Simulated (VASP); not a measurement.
Set up this calculation in VASP 6.6.1, as the native input.

```
Task                   : relaxation of cell and atoms
Functional             : PBE
Potentials or basis    : VASP PAW PBE potentials, release 64 (Ta_pv, N)
Cutoff                 : 600 eV
k mesh                 : 16 × 16 × 16
Occupations            : gaussian, width 0.1 eV
Spin                   : no spin polarisation
Target pressure        : 4 GPa
Dipole correction      : no
Further INCAR settings : ALGO = Normal; EDIFF = 1e-06; IBRION = 2; EDIFFG = -0.008; NSW = 70; ISIF = 3
```

The structure of TaN lies in POSCAR:

```
TaN
1.0
    0.0000000000      2.1998866508      2.1998866508
    2.1998866508      0.0000000000      2.1998866508
    2.1998866508      2.1998866508      0.0000000000
Ta N
1 1
Direct
    0.5000000000      0.5000000000      0.5000000000
    0.0000000000      0.0000000000      0.0000000000
```

One way to write it, as run:

INCAR

```
SYSTEM = TaN
PREC = Accurate
ENCUT = 600
EDIFF = 1E-6
ISMEAR = 0
SIGMA = 0.1
LREAL = .FALSE.
LASPH = .TRUE.
NELM = 100
ALGO = Normal
ISIF = 3
LWAVE = .FALSE.
LCHARG = .FALSE.
GGA = PE
IBRION = 2
NSW = 70
EDIFFG = -0.008
PSTRESS = 40.0
```

KPOINTS

```
regular mesh
0
G
  16 16 16
  0 0 0
```

Potentials or basis: VASP PAW PBE potentials, release 64 (Ta_pv, N).

Command:

```sh
$ cat potpaw_PBE.64/Ta_pv/POTCAR potpaw_PBE.64/N/POTCAR > POTCAR
$ mpirun -np 1 vasp_std > vasp.out
```

It gave:

```yaml
Relaxed_volume: 10.67 Å³/atom
Relaxed_cell: a = 3.113 Å, b = 3.113 Å, c = 3.113 Å, α = 60.00°, β = 60.00°, γ = 60.00°
Space_group_after_relaxing_to_0.05_Å: Fm-3m (No. 225)
Energy_change_on_relaxing_the_enthalpy_is_what_falls: -0.6 meV/atom
Ionic_steps: 3
Pressure_after_relaxing: 4.0 GPa
Band_gap_on_the_k_mesh: zero (band 8 reaches 11.40 eV, above the bottom of band 9 at 7.41 eV)
```

Caveat: the cell is relaxed towards a set pressure, so the enthalpy falls and the energy may rise; spin-orbit coupling is left out, which moves the levels of the heavy elements.

Wall time 94 s on 1 thread of Intel(R) Xeon(R) 6975P-C (Granite Rapids) (shared host), peak memory 0.19 GiB.
